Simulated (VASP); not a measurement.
BeTe, 2 atoms in the cell. It takes space group F-43m (No. 216, cubic). The conventional cell has a = 5.588 Å, b = 5.588 Å, c = 5.588 Å, α = 90.00°, β = 90.00°, γ = 90.00°. Within 3.2 Å of Be (site symmetry -43m) lie 4 Te at 2.42 Å. Te (site symmetry -43m) has 4 Be at 2.42 Å within 3.2 Å.  This cell differs from its parent crystal: volume scaled by 0.960.

```yaml
Program: VASP 6.6.1
Task: single point
Functional: PBE
Potentials_or_basis: VASP PAW PBE potentials, release 64 (Be, Te)
Cutoff: 520 eV
k_mesh: 10 × 10 × 10
Occupations: gaussian, width 0.05 eV
Spin: no spin polarisation
Dipole_correction: no
Further_INCAR_settings: ALGO = Normal; EDIFF = 1e-06; NBANDS = 11
```

Potentials or basis: VASP PAW PBE potentials, release 64 (Be, Te).

Run with:

```bash
$ cat potpaw_PBE.64/Be/POTCAR potpaw_PBE.64/Te/POTCAR > POTCAR
$ mpirun -np 1 vasp_std > vasp.out
```

Hardware: 1 thread of Intel(R) Xeon(R) Platinum 8375C CPU @ 2.90GHz (Ice Lake) (shared host).

Problem. How long does it take, and how much memory?

Solution. Run time: 16 s on 1 thread of Intel(R) Xeon(R) Platinum 8375C CPU @ 2.90GHz (Ice Lake) (shared host), peak memory 0.18 GiB. Counts: scf iterations 13, k points 47.
